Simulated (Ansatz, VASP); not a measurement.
## One calculation of Sn3Te, two programs

The input POSCAR:

```
Sn3Te
1.0
    4.7998622902      0.0000000000      0.0000000000
    0.0000000000      4.7998622902      0.0000000000
    0.0000000000      0.0000000000      4.7998622902
Te Sn
1 3
Direct
    0.0000000000      0.0000000000      0.0000000000
    0.0000000000      0.5000000000      0.5000000000
    0.5000000000      0.0000000000      0.5000000000
    0.5000000000      0.5000000000      0.0000000000
```

The input INCAR.step1:

```
ALGO = Normal
EDIFF = 1E-4
ENCUT = 520
GGA = PE
ISMEAR = -1
LASPH = T
LCHARG = F
LREAL = F
LWAVE = T
NBANDS = 32
NELM = 100
PREC = Accurate
SIGMA = 0.05
```

File INCAR.step2:

```
ALGO = Normal
EDIFF = 1E-6
ENCUT = 520
ISIF = 2
ISMEAR = -1
ISTART = 1
LASPH = T
LCHARG = T
LELF = T
LMIXTAU = T
LREAL = F
LVHAR = T
LWAVE = F
METAGGA = R2SCAN
NBANDS = 32
NELM = 100
PREC = Accurate
SIGMA = 0.05
```

KPOINTS

```
k-points
0
Gamma
  6 6 6
```

Contents of input.yaml:

```yaml
crystal:
  lattice:
    - [4.7998622902, 0.0, 0.0]
    - [0.0, 4.7998622902, 0.0]
    - [0.0, 0.0, 4.7998622902]
  atoms:
    - { symbol: Te, position: [0.0, 0.0, 0.0] }
    - { symbol: Sn, position: [0.0, 0.5, 0.5] }
    - { symbol: Sn, position: [0.5, 0.0, 0.5] }
    - { symbol: Sn, position: [0.5, 0.5, 0.0] }
hamiltonian:
  xc: r2scan
  pseudopotentials: { kind: paw }
kpoints:
  mp_grid: { grid: [6, 6, 6] }
scf:
  occupations: { method: fermi_dirac, width: 0.05 }
output:
  forces: true
  stress: true
  eigenvalues: true
  write_density: true
  write_potential: true
  elf: true
  volumetric_format: npy
```

Alike in both runs: task single point; functional r2SCAN; k mesh 6 × 6 × 6; occupations fermi-dirac, width 0.05 eV; no spin polarisation.

|  | VASP | Ansatz |
| --- | --- | --- |
| version | VASP 6.6.1 | Ansatz 0.2.0 |
| potentials or method | VASP PAW PBE potentials, release 64 (Te, Sn_d) | Ansatz PAW |
| plane-wave cutoff (eV) | 520 | 500 |
| valence electrons in the cell | 48 | 58 |

|  | VASP | Ansatz | Ansatz less VASP |
| --- | --- | --- | --- |
| gap on the k mesh at the Fermi level (eV) | none | none | - |
| pressure (GPa) | 1.6 | 1.6 | -0.01 |

VASP's potentials were made for PBE, not for r2SCAN. A gap of «none» marks a metal or a gap that the smearing closes. VASP's potentials hold 48 valence electrons a cell and Ansatz's 58, so a difference there can come from the potentials and not from the codes.

Spin-orbit coupling is off throughout.
